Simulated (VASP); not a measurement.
Here is a VASP 6.6.1 calculation.

INCAR

```
SYSTEM = PPt
PREC = Accurate ; ENCUT = 520
EDIFF = 1E-6 ; ISMEAR = 0
SIGMA = 0.05 ; LREAL = .FALSE.
LASPH = .TRUE. ; NELM = 100
ALGO = Normal ; ISIF = 2
LWAVE = .FALSE. ; LCHARG = .TRUE.
GGA = PE ; LELF = .TRUE.
LVHAR = .TRUE. ; NBANDS = 14
```

KPOINTS

```
regular mesh
0
G
  12 12 12
  0 0 0
```

Contents of POSCAR:

```
PPt
1.0
    0.0000000000      2.6616641766      2.6616641766
    2.6616641766      0.0000000000      2.6616641766
    2.6616641766      2.6616641766      0.0000000000
Pt P
1 1
Direct
    0.0000000000      0.0000000000      0.0000000000
    0.2500000000      0.2500000000      0.2500000000
```

Potentials or basis: VASP PAW PBE potentials, release 64 (Pt, P).

Command:

```console
$ cat potpaw_PBE.64/Pt/POTCAR potpaw_PBE.64/P/POTCAR > POTCAR
$ mpirun -np 1 vasp_std > vasp.out
```

(1) Predict the pressure.

## Answers

(1) 3.0 GPa.
